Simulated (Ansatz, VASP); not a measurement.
Ti in VASP and in Ansatz

```
Ti
1.0
     2.68007    0.00000    0.00000
     0.00000    2.68007    0.00000
     0.00000    0.00000    2.64046
Ti
1
Direct
  0.00000 0.00000 0.00000
```

Alike in both runs: task single point; functional PBE; k mesh 15 × 15 × 15; occupations fermi-dirac, width 0.05 eV; no spin polarisation; Hubbard terms Ti d U = 8.0 eV.

```csv
,VASP,Ansatz
version,VASP 6.6.1,Ansatz 0.2.0
potentials or method,"VASP PAW PBE potentials, release 64 (Ti_sv), cutoff 520 eV","all-electron LAPW, scalar-relativistic"
```

```csv
,VASP,Ansatz,Ansatz less VASP
gap on the k mesh at the Fermi level (eV),none,none,-
pressure (GPa),17.7,42.9,+25.23
"traceless stress, the component that is largest in VASP (GPa)",1.56,3.77,+2.210
```

The programs project onto different local orbitals, so the same U acts differently, and such runs can settle in different states. A gap of «none» marks a metal or a gap that the smearing closes. Ansatz ran all-electron here, and VASP with PAW potentials. Ansatz's warnings: filled band counts differ across k points.
